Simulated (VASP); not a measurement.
The system is LiF.

```
F Li
1.0
     2.55953    0.00000    0.00000
     0.00000    2.55953    0.00000
     0.00000    0.00000    2.55953
F Li
1 1
Direct
  0.50000 0.50000 0.50000
  0.00000 0.00000 0.00000
```

| Item | Value |
| --- | --- |
| Program | VASP 6.6.1 |
| Task | relaxation of cell and atoms |
| Functional | RPBE |
| Potentials or basis | VASP PAW PBE potentials, release 64 (F, Li_sv) |
| Cutoff | 600 eV |
| k mesh | 10 × 10 × 10 |
| Occupations | fermi-dirac, width 0.05 eV |
| Spin | no spin polarisation |

At the start: pressure 2.9 GPa; volume 8.38 Å³/atom.

Question: How do energy, volume and symmetry change on relaxing?

Answer: Over 4 steps the energy falls by 3.3 meV/atom and the volume is 8.77 Å³/atom (+4.5 %); space group Pm-3m (No. 221, to 0.05 Å).

Step by step:
```csv
step,energy change (eV),largest force (eV/Å),pressure (GPa),volume (Å³)
1,0.0000,0.0000,2.94,16.77
2,-0.0050,0.0000,1.37,17.14
3,-0.0067,0.0000,-0.12,17.57
4,-0.0067,0.0000,0.01,17.53
```

Final structure:
```
F Li
1.0
     2.59776    0.00000    0.00000
     0.00000    2.59776    0.00000
     0.00000    0.00000    2.59776
F Li
1 1
Direct
  0.50000 0.50000 0.50000
  0.00000 0.00000 0.00000
```

Caveat: the cutoff is under 1.25 times the usual one of these potentials, so pressure, stress and relaxed cells hold a basis-set (Pulay) error; the PAW data sets were made with another functional, which shifts forces and pressure a little.
